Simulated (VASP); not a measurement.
# Ge (Cmmm) in VASP: single point with PBE

Aim: the single point of Ge with PBE.

All numbers are computed with VASP 6.6.1; they aren't measurements. Logs are shortened: lines on timing, memory, paths and dates and some standing lists are left out, and cuts for length are marked.

### Step 1. The cell of the first run

It takes space group Cmmm (No. 65, orthorhombic). The conventional cell has a = 6.822 Å, b = 14.135 Å, c = 4.069 Å, α = 90.00°, β = 90.00°, γ = 90.00°. Ge (site symmetry m) has 4 Ge at 2.49 to 2.51 Å within 3.3 Å. Ge (site symmetry m) has 4 Ge at 2.49 to 2.52 Å within 3.3 Å.

The cell was generated, and may not be a known phase.

### Step 2. Single point, PBE

File INCAR:

```
SYSTEM = Ge
ALGO     = Normal         ! electronic algorithm
EDIFF    = 1E-6           ! SCF threshold, eV
ENCUT    = 520            ! plane-wave cutoff, eV
GGA      = PE             ! functional
ISIF     = 2              ! what is computed and relaxed
ISMEAR   = 0              ! smearing method
KPAR     = 4            
LASPH    = .True.         ! aspherical terms in the spheres
LCHARG   = .False.        ! write CHGCAR
LREAL    = .False.        ! projectors in reciprocal space
LWAVE    = .False.        ! write WAVECAR
NBANDS   = 66             ! bands
NELM     = 80             ! most SCF steps
PREC     = Accurate       ! precision mode
SIGMA    = 0.1            ! smearing width, eV
```

File KPOINTS:

```
k-points
0
Gamma
  6 6 10
  0 0 0
```

File POSCAR:

```
Ge
1.0
    3.4108931000     -7.0673263000      0.0000000000
    3.4108931000      7.0673263000      0.0000000000
    0.0000000000      0.0000000000      4.0688432000
Ge
8
Direct
    0.1484630000      0.4838690000      0.0000000000
    0.8515370000      0.5161310000      0.0000000000
    0.5161310000      0.8515370000      0.0000000000
    0.4838690000      0.1484630000      0.0000000000
    0.9044290000      0.7266350000      0.5000000000
    0.0955710000      0.2733650000      0.5000000000
    0.2733650000      0.0955710000      0.5000000000
    0.7266350000      0.9044290000      0.5000000000
```

Potentials or basis: VASP PAW PBE potentials, release 64 (Ge_d).

On the command line:

```console
$ cat potpaw_PBE.64/Ge_d/POTCAR > POTCAR
$ mpirun -np 4 vasp_std > vasp.out
```

OUTCAR:

```text
SYSTEM = Ge
   EDIFF = 1E-6
   ENCUT = 520
   GGA = PE
   ISIF = 2
   ISMEAR = 0
   LASPH = .True.
   LREAL = .False.
   NELM = 80
   PREC = Accurate

 ion  position               nearest neighbor table
   1  0.148  0.484  0.000-   6 2.49   6 2.49   2 2.50   3 2.51
   2  0.852  0.516  0.000-   5 2.49   5 2.49   1 2.50   4 2.51
   3  0.516  0.852  0.000-   8 2.49   8 2.49   4 2.50   1 2.51
   4  0.484  0.148  0.000-   7 2.49   7 2.49   3 2.50   2 2.51
   5  0.904  0.727  0.500-   2 2.49   2 2.49   8 2.51   7 2.52
   6  0.096  0.273  0.500-   1 2.49   1 2.49   7 2.51   8 2.52
   7  0.273  0.096  0.500-   4 2.49   4 2.49   6 2.51   5 2.52
   8  0.727  0.904  0.500-   3 2.49   3 2.49   5 2.51   6 2.52

  LATTYP: Found a base centered orthorhombic cell.
 ALAT       =     6.8217862000
 B/A-ratio  =     2.0719870406
 C/A-ratio  =     0.5964483613

  Lattice vectors:

 A1 = (   3.4108931000,  -7.0673263000,   0.0000000000)
 A2 = (   3.4108931000,   7.0673263000,   0.0000000000)
 A3 = (   0.0000000000,   0.0000000000,   4.0688432000)

Analysis of symmetry for initial positions (statically):
=====================================================================
 Subroutine PRICEL returns:
 Original cell was already a primitive cell.

 Routine SETGRP: Setting up the symmetry group for a
 base centered orthorhombic supercell.

 Subroutine GETGRP returns: Found  8 space group operations
 (whereof  8 operations were pure point group operations)
 out of a pool of  8 trial point group operations.

The static configuration has the point symmetry D_2h.

Analysis of symmetry for dynamics (positions and initial velocities):
=====================================================================
 Subroutine PRICEL returns:
 Original cell was already a primitive cell.

 Routine SETGRP: Setting up the symmetry group for a
 base centered orthorhombic supercell.

 Subroutine GETGRP returns: Found  8 space group operations
 (whereof  8 operations were pure point group operations)
 out of a pool of  8 trial point group operations.

The dynamic configuration has the point symmetry D_2h.

 Subroutine INISYM returns: Found  8 space group operations
 (whereof  8 operations are pure point group operations),
 and found     1 'primitive' translations

----------------------------------------------------------------------------------------

[... 103 lines left out ...]
   NELM   =     80;   NELMIN=  2; NELMDL= -5     # of ELM steps
   EDIFF  = 0.1E-05   stopping-criterion for ELM
   LREAL  =      F    real-space projection
[... 7 lines left out ...]
   TEBEG  =    0.0;   TEEND  =   0.0 temperature during run
   PSTRESS=    0.0 pullay stress
   NELECT =     112.0000    total number of electrons
   NUPDOWN=      -1.0000    fix difference up-down
   EMIN   =  10.00;   EMAX   =-10.00  energy-range for DOS
   EFERMI =   0.00;   METHOD = LEGACY
   ISMEAR =     0;   SIGMA  =   0.10  broadening in eV -4-tet -1-fermi 0-gaus
   EFERMI_NEDOS =   21; number of points for ismear=-14 and -15
   IALGO  =     38    algorithm
   IMIX   =      4    mixing-type and parameters
     AMIX     =   0.40;   BMIX     =  1.00
     AMIX_MAG =   1.60;   BMIX_MAG =  1.00
  volume/ion in A,a.u.               =      24.52       165.47
  Fermi-wavevector in a.u.,A,eV,Ry     =   1.358124  2.566482 25.095959  1.844501
  Thomas-Fermi vector in A             =   2.484984
   LORBIT       =      0    0 simple, 1 ext, 2 COOP (PROOUT), +10 PAW based schemes
   GGA     = PE    functional components
   LHFCALC =     F    Hartree Fock is set to
   AEXX    =    0.0000 exact exchange contribution
   IVDW    =     0    specifies the selected vdW correction
   LEPSILON=     F    determine dielectric tensor
   LRPA    =     F    only Hartree local field effects (RPA)
 non-spin polarized calculation
 Gauss-broadening in eV      SIGMA  =   0.10
  energy-cutoff  :      520.00
  volume of cell :      196.17
 maximum number of plane-waves:      5317
 NGX is ok and might be reduce to    60
   NGX = 29   NGY = 29   NGZ = 15

 number of electron     111.9999968 magnetization

 Free energy of the ion-electron system (eV)
  ---------------------------------------------------
  ext. energy  EPLUGINS =         0.00000000
  ---------------------------------------------------
  free energy    TOTEN  =       -35.70786116 eV

  energy without entropy =      -35.70721909  energy(sigma->0) =      -35.70754012

 E-fermi :   4.3122     XC(G=0):  -9.5073

 val. band max:        4.3046140450   @ k =   0.5000   0.5000   0.0000
 cond. band min:       4.3214655581   @ k =   0.5000   0.5000   0.0000
 fundamental gap:      0.0168515131
 Fermi energy:         4.3122288198

 k-point     1 :       0.0000    0.0000    0.0000
  band No.  band energies     occupation
      1     -20.5425      2.00000
      2     -20.5285      2.00000
      3     -20.5202      2.00000
      4     -20.5106      2.00000
      5     -20.5060      2.00000
      6     -20.4949      2.00000
[... 1645 lines left out ...]
     65       8.4285      0.00000
     66       8.4906      0.00000

 [... further k-points ...]

------------------------ aborting loop because EDIFF is reached ----------------------------------------

  FORCE on cell =-STRESS in cart. coord.  units (eV):
  Direction    XX          YY          ZZ          XY          YZ          ZX
  --------------------------------------------------------------------------------------
  -------------------------------------------------------------------------------------
  Total        0.0046036     -0.0034210      0.0082415     -0.0000000      0.0000000      0.0000000
  in kB        0.0375994     -0.0279409      0.0673118     -0.0000000      0.0000000      0.0000000
  external PRESSURE =       0.0256568 kB  Pullay stress =       0.0000000 kB

 VOLUME and BASIS-vectors are now :
 -----------------------------------------------------------------------------
  energy-cutoff  :      520.00
  volume of cell :      196.17
      direct lattice vectors                 reciprocal lattice vectors
     3.410893100 -7.067326300  0.000000000     0.146589173 -0.070748113  0.000000000
     3.410893100  7.067326300  0.000000000     0.146589173  0.070748113  0.000000000
     0.000000000  0.000000000  4.068843200     0.000000000  0.000000000  0.245770100

 POSITION                                       TOTAL-FORCE (eV/Angst)
 -----------------------------------------------------------------------------------
      2.15682      2.37042      0.00000        -0.000068     -0.001270     -0.000000
      4.66497     -2.37042      0.00000         0.000068      0.001270      0.000000
      4.66497      2.37042      0.00000         0.000068     -0.001270      0.000000
      2.15682     -2.37042      0.00000        -0.000068      0.001270     -0.000000
      5.56338     -1.25653      2.03442        -0.001990     -0.002717      0.000000
      1.25840      1.25653      2.03442         0.001990      0.002717      0.000000
      1.25840     -1.25653      2.03442         0.001990     -0.002717     -0.000000
      5.56338      1.25653      2.03442        -0.001990      0.002717      0.000000
 -----------------------------------------------------------------------------------
    total drift:                                0.000000     -0.000000     -0.000000

  FREE ENERGIE OF THE ION-ELECTRON SYSTEM (eV)
  ---------------------------------------------------
  free  energy   TOTEN  =       -35.7078611590 eV

  energy  without entropy=      -35.7072190898  energy(sigma->0) =      -35.70754012
```

stdout:

```text
POSCAR found type information on POSCAR Ge
 POSCAR found :  1 types and       8 ions
 scaLAPACK will be used
 LDA part: xc-table for (Slater+PW92), standard interpolation
 POSCAR, INCAR and KPOINTS ok, starting setup
 FFT: planning ... GRIDC
 FFT: planning ... GRID_SOFT
 FFT: planning ... GRID
 WAVECAR not read
 entering main loop
```

It took 6.7 min on 4 MPI ranks of Oxide Virtual Turin-like, shared host; peak memory 0.74 GiB.

What came out:

* Free energy: -35.7079 eV
* Pressure: 0.0 GPa
* Largest force: 0.003 eV/Å
* Band gap on the k mesh: 0.02 eV

Forces on the atoms (eV/Å):
```
Ge   0.000 -0.001  0.000
Ge   0.000  0.001  0.000
Ge   0.000 -0.001  0.000
Ge   0.000  0.001  0.000
Ge  -0.002 -0.003  0.000
Ge   0.002  0.003  0.000
Ge   0.002 -0.003  0.000
Ge  -0.002  0.003  0.000
```

A k mesh can miss the band edges.
